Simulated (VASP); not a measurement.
KBr: single point with PBEsol

Crystal: KBr.

```
K Br
1.0
    -1.03541    2.84739    2.84739
     2.84739   -1.03541    2.84739
     2.84739    2.84739   -1.03541
K Br
1 1
Direct
  0.00000 0.00000 0.00000
  0.50000 0.50000 0.50000
```

This cell differs from its parent crystal: ratio of the length along [111] to the lengths across it x 0.6, volume and fractional coordinates fixed.

```
Program             : VASP 6.6.1
Task                : single point
Functional          : PBEsol
Potentials or basis : VASP PAW PBE potentials, release 64 (K_sv, Br)
Cutoff              : 520 eV
k mesh              : 8 × 8 × 8
Occupations         : gaussian, width 0.05 eV
Spin                : no spin polarisation
```

```yaml
Pressure: -1.4 GPa
Band_gap_on_the_k_mesh: 3.67 eV, indirect (least direct gap 3.68 eV)
```

Stress tensor (GPa, compression positive):
```
-1.42  0.20  0.20
 0.20 -1.42  0.20
 0.20  0.20 -1.42
```

Levels at points of the mesh, in eV from the valence-band top:
| k point | band 5 | band 6 | band 7 | band 8 | band 9 | band 10 | band 11 | band 12 |
| --- | --- | --- | --- | --- | --- | --- | --- | --- |
| (0.00, 0.00, 0.00) | -11.91 | -0.28 | -0.28 | -0.02 | 3.67 | 6.01 | 6.01 | 9.04 |
| (0.50, 0.00, 0.00) | -11.69 | -1.72 | -0.35 | -0.06 | 6.16 | 7.24 | 7.39 | 8.84 |
| (0.50, 0.50, 0.00) | -11.89 | -1.27 | -1.10 | 0.00 | 5.24 | 6.42 | 8.18 | 8.18 |
| (0.50, 0.50, 0.50) | -11.92 | -1.32 | -1.17 | -1.17 | 6.50 | 7.81 | 7.81 | 8.53 |

Run time: 36 s on 1 thread of AMD EPYC 7R13 (shared host), peak memory 0.22 GiB.

Caveat: the PAW data sets were made with another functional, which shifts forces and pressure a little. A k mesh can miss the band edges.
